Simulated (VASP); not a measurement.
A run of VASP 6.6.1 is set up as follows.

POSCAR

```
WS2
1.0
    3.1699062243      0.0000000000      0.0000000000
   -1.5849531122      2.7452193178      0.0000000000
    0.0000000000      0.0000000000     12.4937017257
W S
2 4
Direct
    0.3333333333      0.6666666667      0.2500000000
    0.6666666667      0.3333333333      0.7500000000
    0.3333333333      0.6666666667      0.6249150454
    0.6666666667      0.3333333333      0.1249150454
    0.3333333333      0.6666666667      0.8750849546
    0.6666666667      0.3333333333      0.3750849546
```

Contents of INCAR.step1:

```
SYSTEM = WS2
PREC = Accurate
ENCUT = 520
ISMEAR = -1
SIGMA = 0.03
LREAL = .False.
LASPH = .True.
NELM = 60
NBANDS = 35
GGA = PE
ALGO = Normal
EDIFF = 1E-4
LWAVE = .True.
LCHARG = .False.
```

The input INCAR.step2:

```
SYSTEM = WS2
PREC = Accurate
ENCUT = 520
EDIFF = 1E-7
ISMEAR = -1
SIGMA = 0.03
LREAL = .False.
LASPH = .True.
NELM = 60
ALGO = Normal
ISIF = 2
LWAVE = .False.
LCHARG = .False.
METAGGA = R2SCAN
LMIXTAU = .True.
LUSE_VDW = .True.
IVDW_NL = 2
BPARAM = 11.95
CPARAM = 0.0093
NBANDS = 35
ISTART = 1
```

The input KPOINTS:

```
Automatic mesh
0
Gamma
  12 12 2
  0 0 0
```

Potentials or basis: VASP PAW PBE potentials, release 64 (W_sv, S).

Launch:

```bash
$ cat potpaw_PBE.64/W_sv/POTCAR potpaw_PBE.64/S/POTCAR > POTCAR
$ cp INCAR.step1 INCAR
$ mpirun -np 1 vasp_std > vasp.out
$ cp INCAR.step2 INCAR
$ mpirun -np 1 vasp_std > vasp.out
```

Problem. Estimate the largest force.

Solution. 0.041 eV/Å.

Problem. Predict the band gap on the k mesh.

Solution. 1.15 eV (least direct gap 1.90 eV).

Forces in eV/Å, atoms in the order of the input:
```
W    0.000  0.000  0.000
W    0.000  0.000  0.000
S    0.000  0.000 -0.041
S    0.000  0.000 -0.041
S    0.000  0.000  0.041
S    0.000  0.000  0.041
```

Caveat: the PAW data sets were made with another functional, which shifts forces and pressure a little; spin-orbit coupling is left out, which moves the levels of the heavy elements. A k mesh can miss the band edges.
